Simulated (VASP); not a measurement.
# Nb (C2/m) in VASP: single point with PBE

Aim: the single point of Nb with PBE.

Program: VASP 6.6.1. These are calculated values, not measurements. Logs are shortened: lines on timing, memory, paths and dates and some standing lists are left out, and cuts for length are marked.

### Step 1. The cell of the first run

The typed cell holds 1 atom: a = 2.933 Å, b = 2.933 Å, c = 3.509 Å, α = 90.00°, β = 51.20°, γ = 120.00°.

### Step 2. Single point, PBE

INCAR reads:

```
ALGO = Normal ; EDIFF = 1E-6
ENCUT = 520 ; GGA = PE
ISIF = 2 ; ISMEAR = 0
LASPH = T ; LCHARG = F
LREAL = F ; LWAVE = F
NBANDS = 12 ; NELM = 80
PREC = Accurate ; SIGMA = 0.1
```

KPOINTS reads:

```
k-points
0
Gamma
  12 12 14
```

POSCAR reads:

```
Nb
1.0
    2.9005511247     -0.0184498261      0.4313479177
   -1.4662535805      2.5396256981      0.0000000000
    1.8105959355      1.0453480508      2.8182557481
Nb
1
Direct
    0.0000000000      0.0000000000      0.0000000000
```

Potentials or basis: VASP PAW PBE potentials, release 64 (Nb_sv).

The run is started by

```sh
> cat potpaw_PBE.64/Nb_sv/POTCAR > POTCAR
> mpirun -np 1 vasp_std > vasp.out
```

OUTCAR:

```text
EDIFF = 1E-6
   ENCUT = 520
   GGA = PE
   ISIF = 2
   ISMEAR = 0
   LASPH = T
   LREAL = F
   NELM = 80
   PREC = Accurate

 ion  position               nearest neighbor table
   1  0.000  0.000  0.000-

  LATTYP: Found a base centered monoclinic cell.
 ALAT       =     4.8444185062
 B/A-ratio  =     0.6053372881
 C/A-ratio  =     0.7243532899
 COS(beta)  =    -0.6900814440

  Lattice vectors:

 A1 = (   1.0899551892,  -1.0637978769,  -2.3869078304)
 A2 = (  -0.3762983913,   1.4758278212,  -2.3869078304)
 A3 = (   1.8105959355,   1.0453480508,   2.8182557481)

Analysis of symmetry for initial positions (statically):
=====================================================================
 Subroutine PRICEL returns:
 Original cell was already a primitive cell.

 Routine SETGRP: Setting up the symmetry group for a
 base centered monoclinic supercell.

 Subroutine GETGRP returns: Found  4 space group operations
 (whereof  4 operations were pure point group operations)
 out of a pool of  4 trial point group operations.

The static configuration has the point symmetry C_2h.

Analysis of symmetry for dynamics (positions and initial velocities):
=====================================================================
 Subroutine PRICEL returns:
 Original cell was already a primitive cell.

 Routine SETGRP: Setting up the symmetry group for a
 base centered monoclinic supercell.

 Subroutine GETGRP returns: Found  4 space group operations
 (whereof  4 operations were pure point group operations)
 out of a pool of  4 trial point group operations.

The dynamic configuration has the point symmetry C_2h.

 Subroutine INISYM returns: Found  4 space group operations
 (whereof  4 operations are pure point group operations),
 and found     1 'primitive' translations

----------------------------------------------------------------------------------------

                                     Primitive cell

  volume of cell :      18.0393

  direct lattice vectors                    reciprocal lattice vectors
     2.900551125 -0.018449826  0.431347918     0.396761639  0.229070439 -0.339867434
    -1.466253581  2.539625698  0.000000000     0.027878252  0.409854329 -0.169933717
     1.810595936  1.045348051  2.818255748    -0.060726322 -0.035060359  0.406847785

  length of vectors
     2.932507161  2.932507161  3.509070482     0.570441003  0.444561848  0.412846261

  position of ions in fractional coordinates (direct lattice)
     0.000000000  0.000000000  0.000000000

[... 78 lines left out ...]
   NSW    =      0    number of steps for IOM
   IBRION =     -1    ionic relax: 0-MD 1-quasi-New 2-CG
   NFREE  =      0    steps in history (QN), initial steepest desc. (CG)
   ISIF   =      2    stress and relaxation
   ISYM   =      2    0-nonsym 1-usesym 2-fastsym
   POTIM  = 0.5000    time-step for ionic-motion
   TEBEG  =    0.0;   TEEND  =   0.0 temperature during run
   PSTRESS=    0.0 pullay stress
   NELECT =      13.0000    total number of electrons
   NUPDOWN=      -1.0000    fix difference up-down
   EMIN   =  10.00;   EMAX   =-10.00  energy-range for DOS
   EFERMI =   0.00;   METHOD = LEGACY
   ISMEAR =     0;   SIGMA  =   0.10  broadening in eV -4-tet -1-fermi 0-gaus
   EFERMI_NEDOS =   21; number of points for ismear=-14 and -15
   IALGO  =     38    algorithm
   IMIX   =      4    mixing-type and parameters
     AMIX     =   0.40;   BMIX     =  1.00
     AMIX_MAG =   1.60;   BMIX_MAG =  1.00
  volume/ion in A,a.u.               =      18.04       121.74
  Fermi-wavevector in a.u.,A,eV,Ry     =   1.467740  2.773626 29.310497  2.154261
  Thomas-Fermi vector in A             =   2.583322
   LORBIT       =      0    0 simple, 1 ext, 2 COOP (PROOUT), +10 PAW based schemes
   GGA     = PE    functional components
   LHFCALC =     F    Hartree Fock is set to
   AEXX    =    0.0000 exact exchange contribution
   IVDW    =     0    specifies the selected vdW correction
   LEPSILON=     F    determine dielectric tensor
   LRPA    =     F    only Hartree local field effects (RPA)
 non-spin polarized calculation
 Gauss-broadening in eV      SIGMA  =   0.10
  energy-cutoff  :      520.00
  volume of cell :       18.04
 maximum number of plane-waves:       505
 NGX is ok and might be reduce to    24
   NGX = 11   NGY = 11   NGZ = 13

 number of electron      12.9999999 magnetization

 Free energy of the ion-electron system (eV)
  ---------------------------------------------------
  ext. energy  EPLUGINS =         0.00000000
  ---------------------------------------------------
  free energy    TOTEN  =       -10.09375458 eV

  energy without entropy =      -10.08656613  energy(sigma->0) =      -10.09016036

 E-fermi :  11.3499     XC(G=0): -12.4848

 val. band max:       11.3497252323   @ k =   0.0000   0.0000   0.5000
 cond. band min:      11.3537920879   @ k =   0.4167   0.4167   0.2857
 fundamental gap:      0.0040668556
 Fermi energy:        11.3499426174

 k-point     1 :       0.0000    0.0000    0.0000
  band No.  band energies     occupation
      1     -43.2411      2.00000
      2     -18.6646      2.00000
      3     -18.4721      2.00000
      4     -18.4314      2.00000
      5       5.2302      2.00000
      6      10.2589      2.00000
      7      12.1992      0.00000
      8      12.7635      0.00000
      9      12.8617      0.00000
     10      15.5284      0.00000
     11      24.2882      0.00000
     12      24.8953      0.00000
[... 331 lines left out ...]
 k-point    24 :       0.2500    0.2500   -0.0000
  band No.  band energies     occupation
      1     -42.9045      2.00000
      2     -19.6293      2.00000
      3     -19.2838      2.00000
      4     -19.0214      2.00000
      5       8.4546      2.00000
      6       9.7645      2.00000
      7      11.4998      0.03404
      8      12.7601      0.00000
      9      17.0547      0.00000
     10      19.8030      0.00000
     11      22.7938      0.00000
     12      24.1717      0.00000

 [... further k-points ...]
[... 5 lines left out ...]
  --------------------------------------------------------------------------------------
  -------------------------------------------------------------------------------------
  Total        0.0217796      1.1898586     -0.0430506     -1.0115861     -0.0451437     -0.0781907
  in kB        1.9343695    105.6782230     -3.8235719    -89.8448127     -4.0094690     -6.9445687
  external PRESSURE =      34.5963402 kB  Pullay stress =       0.0000000 kB

 VOLUME and BASIS-vectors are now :
 -----------------------------------------------------------------------------
  energy-cutoff  :      520.00
  volume of cell :       18.04
      direct lattice vectors                 reciprocal lattice vectors
     2.900551125 -0.018449826  0.431347918     0.396761639  0.229070439 -0.339867434
    -1.466253581  2.539625698  0.000000000     0.027878252  0.409854329 -0.169933717
     1.810595936  1.045348051  2.818255748    -0.060726322 -0.035060359  0.406847785

 POSITION                                       TOTAL-FORCE (eV/Angst)
 -----------------------------------------------------------------------------------
      0.00000      0.00000      0.00000        -0.000000      0.000000      0.000000
 -----------------------------------------------------------------------------------
    total drift:                                0.000000      0.000000     -0.000000

  FREE ENERGIE OF THE ION-ELECTRON SYSTEM (eV)
  ---------------------------------------------------
  free  energy   TOTEN  =       -10.0937545798 eV

  energy  without entropy=      -10.0865661326  energy(sigma->0) =      -10.09016036
```

stdout:

```text
POSCAR found type information on POSCAR Nb
 POSCAR found :  1 types and       1 ions
 scaLAPACK will be used
 LDA part: xc-table for (Slater+PW92), standard interpolation
 POSCAR, INCAR and KPOINTS ok, starting setup
 FFT: planning ... GRIDC
 FFT: planning ... GRID_SOFT
 FFT: planning ... GRID
 WAVECAR not read
 entering main loop
```

Wall time 39 s (1 thread of Intel Xeon 6975P-C (Granite Rapids), shared host); peak memory 0.24 GiB.

What came out:

| Quantity | Value |
| --- | --- |
| Free energy | -10.0938 eV |
| Pressure | 3.5 GPa |
